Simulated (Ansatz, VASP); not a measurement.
**Two plane-wave programs on TaAs**

Contents of INCAR:

```
PREC = Accurate
ENCUT = 520
EDIFF = 1E-7
ISMEAR = 0
SIGMA = 0.15
LREAL = False
LASPH = True
NELM = 60
ALGO = Normal
ISIF = 2
LWAVE = False
LCHARG = False
GGA = PE
NBANDS = 24
```

Contents of KPOINTS:

```
regular mesh
0
Gamma
  20 20 20
```

POSCAR

```
TaAs
1.0
   -1.7314485851      1.7314485851      5.6326021896
    1.7314485851     -1.7314485851      5.6326021896
    1.7314485851      1.7314485851     -5.6326021896
Ta As
2 2
Direct
    0.5001741996      0.0001741996      0.5000000000
    0.7501741996      0.7501741996      0.0000000000
    0.0824252204      0.5824252204      0.5000000000
    0.3324252204      0.3324252204      0.0000000000
```

Input for Ansatz:

```yaml
crystal:
  lattice:
    - [-1.7314485851, 1.7314485851, 5.6326021896]
    - [1.7314485851, -1.7314485851, 5.6326021896]
    - [1.7314485851, 1.7314485851, -5.6326021896]
  atoms:
    - { symbol: Ta, position: [0.5001741996, 0.0001741996, 0.5] }
    - { symbol: Ta, position: [0.7501741996, 0.7501741996, 0.0] }
    - { symbol: As, position: [0.0824252204, 0.5824252204, 0.5] }
    - { symbol: As, position: [0.3324252204, 0.3324252204, 0.0] }
basis:
  ecutwfc: 420
kpoints:
  mp_grid: { grid: [20, 20, 20] }
hamiltonian:
  xc: pbe
scf:
  occupations: { method: gaussian, width: 0.15 }
output:
  forces: true
  stress: true
  eigenvalues: true
```

Change from the starting cell: strain +0.000 along x and y, -0.040 along z, atoms carried along.

Alike in both runs: task single point; functional PBE; k mesh 20 × 20 × 20; occupations gaussian, width 0.15 eV; no spin polarisation.

```csv
,VASP,Ansatz
version,VASP 6.6.1,Ansatz 0.2.0
potentials or method,"VASP PAW PBE potentials, release 64 (Ta_pv, As), cutoff 520 eV","scalar-relativistic, plane waves, PAW"
valence electrons in the cell,32,56
```

VASP gave:

```
gap on the k mesh at the Fermi level (eV)                     : none
pressure (GPa)                                                : 7.9
traceless stress, the component that is largest in VASP (GPa) : 4.53
rms of the force components (eV/Å)                            : 0.202
```

Task: Which values does Ansatz return?

Result: gap on the k mesh at the Fermi level (eV): none; pressure (GPa): 7.3; traceless stress, the component that is largest in VASP (GPa): 4.61; rms of the force components (eV/Å): 0.198.

Atom by atom the forces differ by 0.004 eV/Å (rms over components). A gap of «none» marks a metal or a gap that the smearing closes. VASP's potentials hold 32 valence electrons a cell and Ansatz's 56, so a difference there can come from the potentials and not from the codes.

Neither program's run includes spin-orbit coupling.
